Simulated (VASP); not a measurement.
# SiC (scan) (P6_3mc) in VASP: further runs, part 2 of 2

VASP 6.6.1.

### Step 4. Relaxation of cell and atoms, r2SCAN

POSCAR reads:

```
SiC
1.0
    3.0760000000      0.0000000000      0.0000000000
   -1.5380000000      2.6638941420      0.0000000000
    0.0000000000      0.0000000000      5.0480000000
Si C
2 2
Direct
    0.3333333333      0.6666666667      0.0000000000
    0.6666666667      0.3333333333      0.5000000000
    0.3333333333      0.6666666667      0.3750000000
    0.6666666667      0.3333333333      0.8750000000
```

INCAR.step1 reads:

```
SYSTEM = SiC
PREC = Accurate
ENCUT = 600
ISMEAR = 0
SIGMA = 0.02
LREAL = .False.
LASPH = .True.
NELM = 80
GGA = PE
ALGO = Normal
EDIFF = 1E-4
LWAVE = .True.
LCHARG = .False.
```

INCAR.step2 reads:

```
SYSTEM = SiC
PREC = Accurate
ENCUT = 600
EDIFF = 1E-6
ISMEAR = 0
SIGMA = 0.02
LREAL = .False.
LASPH = .True.
NELM = 80
ALGO = Normal
ISIF = 3
LWAVE = .False.
LCHARG = .False.
METAGGA = R2SCAN
LMIXTAU = .True.
IBRION = 2
NSW = 100
EDIFFG = -0.002
ISTART = 1
```

KPOINTS reads:

```
regular mesh
0
Gamma
  9 9 6
  0 0 0
```

Potentials or basis: VASP PAW PBE potentials, release 64 (Si, C).

On the command line:

```console
$ cat potpaw_PBE.64/Si/POTCAR potpaw_PBE.64/C/POTCAR > POTCAR
$ cp INCAR.step1 INCAR
$ mpirun -np 1 vasp_std > vasp.out
$ cp INCAR.step2 INCAR
$ mpirun -np 1 vasp_std > vasp.out
```

OUTCAR:

```text
SYSTEM = SiC
   PREC = Accurate
   ENCUT = 600
   EDIFF = 1E-6
   ISMEAR = 0
   LREAL = .False.
   LASPH = .True.
   NELM = 80
   ISIF = 3
   METAGGA = R2SCAN
   IBRION = 2
   NSW = 100
   EDIFFG = -0.002
   ISTART = 1

 ion  position               nearest neighbor table
   1  0.333  0.667  0.000-   4 1.88   4 1.88   4 1.88   3 1.89   2 3.09   2 3.09   2 3.09   2 3.09
                             2 3.09   2 3.09
   2  0.667  0.333  0.500-   3 1.88   3 1.88   3 1.88   4 1.89   1 3.09   1 3.09   1 3.09   1 3.09
                             1 3.09   1 3.09
   3  0.333  0.667  0.375-   2 1.88   2 1.88   2 1.88   1 1.89
   4  0.667  0.333  0.875-   1 1.88   1 1.88   1 1.88   2 1.89

  LATTYP: Found a hexagonal cell.
 ALAT       =     3.0760000000
 C/A-ratio  =     1.6410923277

  Lattice vectors:

 A1 = (   3.0760000000,   0.0000000000,   0.0000000000)
 A2 = (  -1.5380000000,   2.6638941420,   0.0000000000)
 A3 = (   0.0000000000,   0.0000000000,   5.0480000000)

Analysis of symmetry for initial positions (statically):
=====================================================================
 Subroutine PRICEL returns:
 Original cell was already a primitive cell.

 Routine SETGRP: Setting up the symmetry group for a
[... 184 lines left out ...]
  Total       -0.1671632     -0.1671632     -0.0149451      0.0000000      0.0000000      0.0000000
  in kB       -6.4748347     -6.4748347     -0.5788767      0.0000000      0.0000000      0.0000000
  external PRESSURE =      -4.5095154 kB  Pullay stress =       0.0000000 kB
[... 177 lines left out ...]
--------------------------------------- Ionic step        6  -------------------------------------------

 number of electron      16.0000001 magnetization

 Free energy of the ion-electron system (eV)
  ---------------------------------------------------
  ext. energy  EPLUGINS =         0.00000000
  ---------------------------------------------------
  free energy    TOTEN  =       -38.64162168 eV

  energy without entropy =      -38.64162168  energy(sigma->0) =      -38.64162168

 E-fermi :   8.3297     XC(G=0): -11.9362

 val. band max:        8.1636008470   @ k =   0.0000   0.0000   0.0000
 cond. band min:      10.8197489378   @ k =   0.3333   0.3333   0.0000
 fundamental gap:      2.6561480908
 Fermi energy:         8.3297273419

 k-point     1 :       0.0000    0.0000    0.0000
  band No.  band energies     occupation
      1      -8.2043      2.00000
      2      -4.5715      2.00000
      3      -0.8383      2.00000
      4       6.7778      2.00000
      5       6.7778      2.00000
      6       8.0491      2.00000
      7       8.1636      2.00000
      8       8.1636      2.00000
      9      13.5590      0.00000
     10      14.9561      0.00000
     11      15.3659      0.00000
     12      15.3659      0.00000
[... 331 lines left out ...]
 k-point    24 :       0.3333    0.3333    0.1667
  band No.  band energies     occupation
      1      -3.5532      2.00000
      2      -3.5532      2.00000
      3       1.1614      2.00000
      4       1.1614      2.00000
      5       1.3261      2.00000
      6       3.8354      2.00000
      7       4.6631      2.00000
      8       4.6631      2.00000
      9      11.4194      0.00000
     10      16.2626      0.00000
     11      16.2626      0.00000
     12      16.8897      0.00000

 [... further k-points ...]
[... 5 lines left out ...]
  --------------------------------------------------------------------------------------
  -------------------------------------------------------------------------------------
  Total        0.0046428      0.0046428      0.0040701      0.0000000      0.0000000      0.0000000
  in kB        0.1801964      0.1801964      0.1579698      0.0000000      0.0000000      0.0000000
  external PRESSURE =       0.1727876 kB  Pullay stress =       0.0000000 kB
[... 19 lines left out ...]
  FREE ENERGIE OF THE ION-ELECTRON SYSTEM (eV)
  ---------------------------------------------------
  free  energy   TOTEN  =       -38.6416216752 eV

  energy  without entropy=      -38.6416216752  energy(sigma->0) =      -38.64162168

 reached required accuracy - stopping structural energy minimisation
```

OUTCAR.step1:

```text
SYSTEM = SiC
   PREC = Accurate
   ENCUT = 600
   ISMEAR = 0
   LREAL = .False.
   LASPH = .True.
   NELM = 80
[... 593 lines left out ...]
      1.53800      0.88796      2.52400        -0.000000     -0.000000     -0.074487
     -0.00000      1.77593      1.89300         0.000000     -0.000000      0.074487
      1.53800      0.88796      4.41700        -0.000000      0.000000      0.074487
 -----------------------------------------------------------------------------------
    total drift:                               -0.000000      0.000000     -0.000126

  FREE ENERGIE OF THE ION-ELECTRON SYSTEM (eV)
  ---------------------------------------------------
  free  energy   TOTEN  =       -30.1056182410 eV

  energy  without entropy=      -30.1056182410  energy(sigma->0) =      -30.10561824
```

Wall time 4.5 min (1 thread of Intel Xeon 6975P-C (Granite Rapids), shared host); peak memory 0.19 GiB.

What came out:

| Item | Value |
| --- | --- |
| Free energy | -38.6416 eV |
| Relaxed volume | 10.32 Å³/atom |
| Relaxed cell | a = 3.074 Å, b = 3.074 Å, c = 5.046 Å, α = 90.00°, β = 90.00°, γ = 120.00° |
| Space group after relaxing (to 0.05 Å) | P6_3mc (No. 186) |
| Energy gained by relaxing | 0.1 meV/atom |
| Ionic steps | 6 |
| Pressure after relaxing | 0.0 GPa |
| Band gap on the k mesh | 2.66 eV, indirect (least direct gap 4.52 eV) |

The path:
```tsv
step	energy change (eV)	largest force (eV/Å)	pressure (GPa)	volume (Å³)
1	0.0000	0.0782	-0.45	41.36
2	0.0002	0.0780	0.54	41.19
3	-0.0004	0.0056	0.00	41.28
4	-0.0004	0.0004	0.02	41.28
5	-0.0004	0.0014	0.02	41.28
6	-0.0004	0.0018	0.02	41.28
```

Final structure:
```xyz
4
Lattice="3.0736 0.0000 0.0000 -1.5368 2.6618 0.0000 0.0000 0.0000 5.0456" Properties=species:S:1:pos:R:3 pbc="T T T"
Si    0.0000    1.7745    5.0437
Si    1.5368    0.8873    2.5209
C     0.0000    1.7745    1.8941
C     1.5368    0.8873    4.4169
```

Caveat: the PAW data sets were made with another functional, which shifts forces and pressure a little. A k mesh can miss the band edges.
